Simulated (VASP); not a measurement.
Runs of VASP 6.6.1 on In2O. The structure is that of space group P4/mmm (No. 123), or close to it. The cells are those of the table. 

```tsv
task	spin	cell	k mesh	cutoff (eV)	gap on the mesh (eV)	pressure (GPa)	moment (μB)	relaxed volume (Å³/atom)
single point	off	a = 4.312, b = 4.312, c = 3.249 Å, 3 atoms	4 × 4 × 6	600	none	0.1	-	-
relaxation of cell and atoms	off	relaxed from a = 4.113, b = 4.113, c = 2.909 Å, 3 atoms	4 × 4 × 6	600	none	-0.1	-	20.22
relaxation of cell and atoms	off	relaxed from a = 4.312, b = 4.312, c = 3.249 Å, 3 atoms	12 × 12 × 14	600	none	0.0	-	(a)
single point	off	a = 4.300, b = 4.300, c = 3.289 Å, 3 atoms	12 × 12 × 14	520	none	0.0	-	-
single point	collinear, ferromagnetic start	a = 4.312, b = 4.312, c = 3.249 Å, 3 atoms	4 × 4 × 6	600	none	0.1	0.00	-
single point	collinear, ferromagnetic start	a = 4.113, b = 4.113, c = 2.909 Å, 3 atoms	4 × 4 × 6	520	none	18.8	0.00	-
single point	off	a = 4.113, b = 4.113, c = 2.909 Å, 3 atoms	4 × 4 × 6	600	none	18.8	-	-
```

Alike in all rows: level PBE; potentials or basis VASP PAW PBE potentials, release 64 (In_d, O); smearing gaussian 0.1 eV.

Problem. Fill in the values left out.

Solution. (a) 20.25.

Caveats: some runs use coarse meshes; spin-orbit coupling is left out, which moves the levels of the heavy elements; the volume moved by over 15 % at a fixed basis, so the end points are rough (some runs).

A k mesh can miss the band edges, and the runs leave out spin-orbit coupling on In.

A gap of «none» marks levels without a gap at the run's occupations.
